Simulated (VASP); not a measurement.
# Si (P6_3/mmc) in VASP: notebook

Runs on Si. Level: PBE. Tasks: single point.

Everything below comes from runs of VASP 6.6.1. Logs are shortened: lines on timing, memory, paths and dates and some standing lists are left out, and cuts for length are marked.

## (1) The cell of the first run

The structure is hexagonal, space group P6_3/mmc (No. 194). Conventional cell: a = 3.851 Å, b = 3.851 Å, c = 6.365 Å, α = 90.00°, β = 90.00°, γ = 120.00°. Si (site symmetry 3m) has 4 Si at 2.36 to 2.38 Å within 3.1 Å.

This isn't the form of Si at room conditions, which is diamond.

## (2) Single point, PBE

Input file INCAR:

```
  PREC = Accurate
  ENCUT = 500
  EDIFF = 1E-6
  ISMEAR = 0
  SIGMA = 0.05
  LREAL = F
  LASPH = T
  NELM = 120
  ALGO = Normal
  ISIF = 2
  LWAVE = F
  LCHARG = F
  GGA = PE
  NBANDS = 16
  GGA_COMPAT = F
```

Input file KPOINTS:

```
Automatic mesh
0
Gamma
  12 12 6
```

Input file POSCAR:

```
Si
1.0
    3.8512806395      0.0000000000      0.0000000000
   -1.9256403198      3.3353068709      0.0000000000
    0.0000000000      0.0000000000      6.3650227019
Si
4
Direct
    0.3333333333      0.6666666667      0.0629309399
    0.6666666667      0.3333333333      0.5629309399
    0.3333333333      0.6666666667      0.4370690601
    0.6666666667      0.3333333333      0.9370690601
```

Potentials or basis: VASP PAW PBE potentials, release 64 (Si).

Started as:

```console
$ cat potpaw_PBE.64/Si/POTCAR > POTCAR
$ mpirun -np 1 vasp_std > vasp.out
```

OUTCAR:

```text
PREC = Accurate
   ENCUT = 500
   EDIFF = 1E-6
   ISMEAR = 0
   LREAL = F
   LASPH = T
   NELM = 120
   ISIF = 2
   GGA = PE

 ion  position               nearest neighbor table
   1  0.333  0.667  0.063-   4 2.36   4 2.36   4 2.36   3 2.38
   2  0.667  0.333  0.563-   3 2.36   3 2.36   3 2.36   4 2.38
   3  0.333  0.667  0.437-   2 2.36   2 2.36   2 2.36   1 2.38
   4  0.667  0.333  0.937-   1 2.36   1 2.36   1 2.36   2 2.38

  LATTYP: Found a hexagonal cell.
 ALAT       =     3.8512806395
 C/A-ratio  =     1.6527029053

  Lattice vectors:

 A1 = (   3.8512806395,   0.0000000000,   0.0000000000)
 A2 = (  -1.9256403198,   3.3353068709,   0.0000000000)
 A3 = (   0.0000000000,   0.0000000000,   6.3650227019)

Analysis of symmetry for initial positions (statically):
=====================================================================
 Subroutine PRICEL returns:
 Original cell was already a primitive cell.

 Routine SETGRP: Setting up the symmetry group for a
 hexagonal supercell.

 Subroutine GETGRP returns: Found 24 space group operations
 (whereof 12 operations were pure point group operations)
 out of a pool of 24 trial point group operations.

The static configuration has the point symmetry D_3d.
 The point group associated with its full space group is D_6h.

Analysis of symmetry for dynamics (positions and initial velocities):
=====================================================================
 Subroutine PRICEL returns:
 Original cell was already a primitive cell.

 Routine SETGRP: Setting up the symmetry group for a
 hexagonal supercell.

 Subroutine GETGRP returns: Found 24 space group operations
 (whereof 12 operations were pure point group operations)
 out of a pool of 24 trial point group operations.

The dynamic configuration has the point symmetry D_3d.
 The point group associated with its full space group is D_6h.

 Subroutine INISYM returns: Found 24 space group operations
 (whereof 12 operations are pure point group operations),
 and found     1 'primitive' translations

----------------------------------------------------------------------------------------

                                     Primitive cell

  volume of cell :      81.7600

  direct lattice vectors                    reciprocal lattice vectors
     3.851280640  0.000000000  0.000000000     0.259653890  0.149911243  0.000000000
    -1.925640320  3.335306871  0.000000000     0.000000000  0.299822487  0.000000000
     0.000000000  0.000000000  6.365022702     0.000000000  0.000000000  0.157108631

  length of vectors
     3.851280640  3.851280640  6.365022702     0.299822487  0.299822487  0.157108631

  position of ions in fractional coordinates (direct lattice)
     0.333333333  0.666666667  0.062930940
     0.666666667  0.333333333  0.562930940
     0.333333333  0.666666667  0.437069060
     0.666666667  0.333333333  0.937069060

  ion indices of the primitive-cell ions
   primitive index   ion index
                 1           1
                 2           2
                 3           3
                 4           4

----------------------------------------------------------------------------------------

 KPOINTS: Automatic mesh

Automatic generation of k-mesh.
 Grid dimensions read from file:
 generate k-points for:   12   12    6

 Generating k-lattice:

  Cartesian coordinates                     Fractional coordinates (reciprocal lattice)
     0.021637824  0.012492604  0.000000000     0.083333333 -0.000000000  0.000000000
     0.000000000  0.024985207  0.000000000     0.000000000  0.083333333  0.000000000
     0.000000000  0.000000000  0.026184772     0.000000000  0.000000000  0.166666667

  Length of vectors
     0.024985207  0.024985207  0.026184772

  Shift w.r.t. Gamma in fractional coordinates (k-lattice)
     0.000000000  0.000000000  0.000000000

 Subroutine IBZKPT returns following result:
 ===========================================

 Found     76 irreducible k-points:

 Following reciprocal coordinates:
            Coordinates               Weight
  0.000000  0.000000  0.000000      1.000000
  0.083333 -0.000000  0.000000      6.000000
  0.166667 -0.000000  0.000000      6.000000
  0.250000 -0.000000  0.000000      6.000000
  0.333333 -0.000000  0.000000      6.000000
  0.416667  0.000000  0.000000      6.000000
[... 16 lines left out ...]
  0.250000 -0.000000  0.166667     12.000000
  0.333333 -0.000000  0.166667     12.000000
 [... further k-points ...]
   k-points           NKPTS =     76   k-points in BZ     NKDIM =     76   number of bands    NBANDS=     16
   number of dos      NEDOS =    301   number of ions     NIONS =      4
   total plane-waves  NPLWV =  37632
   dimension x,y,z NGX =    28 NGY =   28 NGZ =   48
   dimension x,y,z NGXF=    56 NGYF=   56 NGZF=   96
   ions per type =               4
   NGX,Y,Z   is equivalent  to a cutoff of  12.09, 12.09, 12.54 a.u.
   NGXF,Y,Z  is equivalent  to a cutoff of  24.17, 24.17, 25.07 a.u.
 SYSTEM =  unknown system
   PREC   = accura    normal or accurate (medium, high low for compatibility)
   ISTART =      0    job   : 0-new  1-cont  2-samecut
   ICHARG =      2    charge: 1-file 2-atom 10-const
   ISPIN  =      1    spin polarized calculation?
   LNONCOLLINEAR =      F non collinear calculations
   LSORBIT =      F    spin-orbit coupling
   LASPH  =      T    aspherical Exc in radial PAW
   ENCUT  =  500.0 eV  36.75 Ry    6.06 a.u.   7.02  7.02 11.60*2*pi/ulx,y,z
   NELM   =    120;   NELMIN=  2; NELMDL= -5     # of ELM steps
   EDIFF  = 0.1E-05   stopping-criterion for ELM
   LREAL  =      F    real-space projection
[... 7 lines left out ...]
   TEBEG  =    0.0;   TEEND  =   0.0 temperature during run
   PSTRESS=    0.0 pullay stress
   NELECT =      16.0000    total number of electrons
   NUPDOWN=      -1.0000    fix difference up-down
   EMIN   =  10.00;   EMAX   =-10.00  energy-range for DOS
   EFERMI =   0.00;   METHOD = LEGACY
   ISMEAR =     0;   SIGMA  =   0.05  broadening in eV -4-tet -1-fermi 0-gaus
   EFERMI_NEDOS =   21; number of points for ismear=-14 and -15
   IALGO  =     38    algorithm
   IMIX   =      4    mixing-type and parameters
     AMIX     =   0.40;   BMIX     =  1.00
     AMIX_MAG =   1.60;   BMIX_MAG =  1.00
  volume/ion in A,a.u.               =      20.44       137.94
  Fermi-wavevector in a.u.,A,eV,Ry     =   0.950461  1.796112 12.291190  0.903377
  Thomas-Fermi vector in A             =   2.078840
   LORBIT       =      0    0 simple, 1 ext, 2 COOP (PROOUT), +10 PAW based schemes
   GGA     = PE    functional components
   LHFCALC =     F    Hartree Fock is set to
   AEXX    =    0.0000 exact exchange contribution
   IVDW    =     0    specifies the selected vdW correction
   LEPSILON=     F    determine dielectric tensor
   LRPA    =     F    only Hartree local field effects (RPA)
 non-spin polarized calculation
 Gauss-broadening in eV      SIGMA  =   0.05
  energy-cutoff  :      500.00
  volume of cell :       81.76
 maximum number of plane-waves:      2094
 NGX is ok and might be reduce to    28
   NGX = 13   NGY = 13   NGZ = 23

 number of electron      16.0000000 magnetization

 Free energy of the ion-electron system (eV)
  ---------------------------------------------------
  ext. energy  EPLUGINS =         0.00000000
  ---------------------------------------------------
  free energy    TOTEN  =       -21.65518950 eV

  energy without entropy =      -21.65518950  energy(sigma->0) =      -21.65518950

 E-fermi :   6.0769     XC(G=0):  -9.3236

 val. band max:        5.8626049366   @ k =   0.0000   0.0000   0.0000
 cond. band min:       6.3158117805   @ k =   0.5000  -0.0000   0.0000
 fundamental gap:      0.4532068439
 Fermi energy:         6.0768642012

 k-point     1 :       0.0000    0.0000    0.0000
  band No.  band energies     occupation
      1      -6.2122      2.00000
      2      -3.9680      2.00000
      3      -1.2634      2.00000
      4       4.3705      2.00000
      5       4.3705      2.00000
      6       5.5277      2.00000
[... 8 lines left out ...]
     15      10.0209      0.00000
     16      11.8069      0.00000

 k-point     2 :       0.0833   -0.0000    0.0000
  band No.  band energies     occupation
      1      -6.1324      2.00000
      2      -3.8865      2.00000
      3      -1.2224      2.00000
      4       3.6881      2.00000
      5       4.2044      2.00000
      6       5.2352      2.00000
[... 8 lines left out ...]
     15      10.3270      0.00000
     16      11.3067      0.00000

 k-point     3 :       0.1667   -0.0000    0.0000
  band No.  band energies     occupation
      1      -5.8951      2.00000
      2      -3.6435      2.00000
      3      -1.1275      2.00000
      4       2.5218      2.00000
      5       3.8349      2.00000
      6       4.0124      2.00000
[... 8 lines left out ...]
     15      11.1347      0.00000
     16      11.4528      0.00000

 k-point     4 :       0.2500   -0.0000    0.0000
  band No.  band energies     occupation
      1      -5.5080      2.00000
      2      -3.2454      2.00000
      3      -1.1050      2.00000
      4       1.5159      2.00000
      5       2.7129      2.00000
      6       3.4446      2.00000
[... 8 lines left out ...]
     15      11.9274      0.00000
     16      12.2673      0.00000
[... 324 lines left out ...]
 k-point    22 :       0.1667   -0.0000    0.1667
  band No.  band energies     occupation
      1      -5.8069      2.00000
      2      -3.9651      2.00000
      3      -0.6582      2.00000
      4       2.6179      2.00000
      5       3.6021      2.00000
      6       3.9061      2.00000
[... 8 lines left out ...]
     15      11.0244      0.00000
     16      11.3793      0.00000

 k-point    23 :       0.2500   -0.0000    0.1667
  band No.  band energies     occupation
      1      -5.4204      2.00000
      2      -3.5791      2.00000
      3      -0.6813      2.00000
      4       1.6673      2.00000
      5       2.3869      2.00000
      6       3.5169      2.00000
[... 8 lines left out ...]
     15      11.9435      0.00000
     16      12.1731      0.00000

 k-point    24 :       0.3333   -0.0000    0.1667
  band No.  band energies     occupation
      1      -4.9049      2.00000
      2      -3.0745      2.00000
      3      -1.1011      2.00000
      4       1.1833      2.00000
      5       1.3408      2.00000
      6       3.2020      2.00000
[... 8 lines left out ...]
     15      12.9682      0.00000
     16      12.9882      0.00000

 [... further k-points ...]

------------------------ aborting loop because EDIFF is reached ----------------------------------------

  FORCE on cell =-STRESS in cart. coord.  units (eV):
  Direction    XX          YY          ZZ          XY          YZ          ZX
  --------------------------------------------------------------------------------------
  -------------------------------------------------------------------------------------
  Total       -0.0346041     -0.0346041     -0.0342844      0.0000000      0.0000000      0.0000000
  in kB       -0.6781064     -0.6781064     -0.6718399      0.0000000      0.0000000      0.0000000
  external PRESSURE =      -0.6760175 kB  Pullay stress =       0.0000000 kB

 VOLUME and BASIS-vectors are now :
 -----------------------------------------------------------------------------
  energy-cutoff  :      500.00
  volume of cell :       81.76
      direct lattice vectors                 reciprocal lattice vectors
     3.851280640  0.000000000  0.000000000     0.259653890  0.149911243  0.000000000
    -1.925640320  3.335306871  0.000000000     0.000000000  0.299822487  0.000000000
     0.000000000  0.000000000  6.365022702     0.000000000  0.000000000  0.157108631

 POSITION                                       TOTAL-FORCE (eV/Angst)
 -----------------------------------------------------------------------------------
     -0.00000      2.22354      0.40056         0.000000     -0.000000      0.000298
      1.92564      1.11177      3.58307        -0.000000      0.000000      0.000298
     -0.00000      2.22354      2.78195         0.000000      0.000000     -0.000298
      1.92564      1.11177      5.96447        -0.000000      0.000000     -0.000298
 -----------------------------------------------------------------------------------
    total drift:                               -0.000000      0.000000     -0.000000

  FREE ENERGIE OF THE ION-ELECTRON SYSTEM (eV)
  ---------------------------------------------------
  free  energy   TOTEN  =       -21.6551894981 eV

  energy  without entropy=      -21.6551894981  energy(sigma->0) =      -21.65518950
```

Wall time 81 s (1 thread of Intel Xeon 8259CL, shared host); peak memory 0.22 GiB.

Results:

* Free energy: -21.6552 eV
* Pressure: -0.1 GPa
* Band gap on the k mesh: 0.45 eV (least direct gap 0.99 eV)

Levels at points of the mesh, in eV from the valence-band top:
| k point | band 6 | band 7 | band 8 | band 9 | band 10 | band 11 |
| --- | --- | --- | --- | --- | --- | --- |
| (0.00, 0.00, 0.00) | -0.33 | 0.00 | 0.00 | 0.99 | 2.02 | 2.02 |
| (0.50, 0.00, 0.00) | -3.00 | -2.92 | -1.42 | 0.45 | 2.33 | 3.02 |
| (0.00, 0.00, 0.50) | -0.91 | -0.91 | -0.91 | 1.77 | 1.77 | 2.99 |
| (0.50, 0.00, 0.50) | -2.41 | -2.38 | -2.38 | 0.92 | 0.92 | 1.70 |

(Continued in part 2 of 3.)
